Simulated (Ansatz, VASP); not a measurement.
# Two plane-wave programs on PbO2

```
Pb O
1.0
     5.08102    0.00000    0.00000
     0.00000    5.08102    0.00000
     0.00000    0.00000    3.44256
Pb O
2 4
Direct
  0.00000 0.00000 0.00000
  0.50000 0.50000 0.50000
  0.30801 0.30801 0.00000
  0.19199 0.80801 0.50000
  0.69199 0.69199 0.00000
  0.80801 0.19199 0.50000
```

Alike in both runs: functional PBE; k mesh 8 × 8 × 10; occupations gaussian, width 0.01 eV; no spin polarisation.

Ansatz relaxed the structure, and its values are those at the end. VASP's run is a single point on that final structure, the one shown.

|  | VASP | Ansatz |
| --- | --- | --- |
| version | VASP 6.6.1 | Ansatz 0.2.0 |
| potentials or method | VASP PAW PBE potentials, release 64 (Pb_d, O), cutoff 520 eV | scalar-relativistic, plane waves, PAW |
| valence electrons in the cell | 52 | 52 |

|  | VASP | Ansatz | Ansatz less VASP |
| --- | --- | --- | --- |
| gap on the k mesh at the Fermi level (eV) | 0.01 | 0.02 | +0.011 |
| least direct gap on the mesh (eV) | 0.01 | 0.02 | +0.011 |
| pressure (GPa) | 0.2 | 0.0 | -0.24 |
| rms of the force components (eV/Å) | 0.006 | 0.000 | -0.0056 |

Spin-orbit coupling is off throughout.
